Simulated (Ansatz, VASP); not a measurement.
# BeS: VASP beside Ansatz

```xyz
2
Lattice="0.0000 2.4250 2.4250 2.4250 0.0000 2.4250 2.4250 2.4250 0.0000" Properties=species:S:1:pos:R:3 pbc="T T T"
Be    0.0000    0.0000    0.0000
S     3.6375    3.6375    3.6375
```

Alike in both runs: task single point; functional RPBE; k mesh 8 × 8 × 8; occupations gaussian, width 0.05 eV; no spin polarisation.

```csv
,VASP,Ansatz
version,VASP 6.6.1,Ansatz 0.2.0
potentials or method,"VASP PAW PBE potentials, release 64 (Be, S), cutoff 600 eV","scalar-relativistic, plane waves, PAW"
valence electrons in the cell,8,8
```

```tsv
	VASP	Ansatz	Ansatz less VASP
pressure (GPa)	3.9	3.9	+0.02
```

VASP's potentials were made for PBE, not for RPBE.
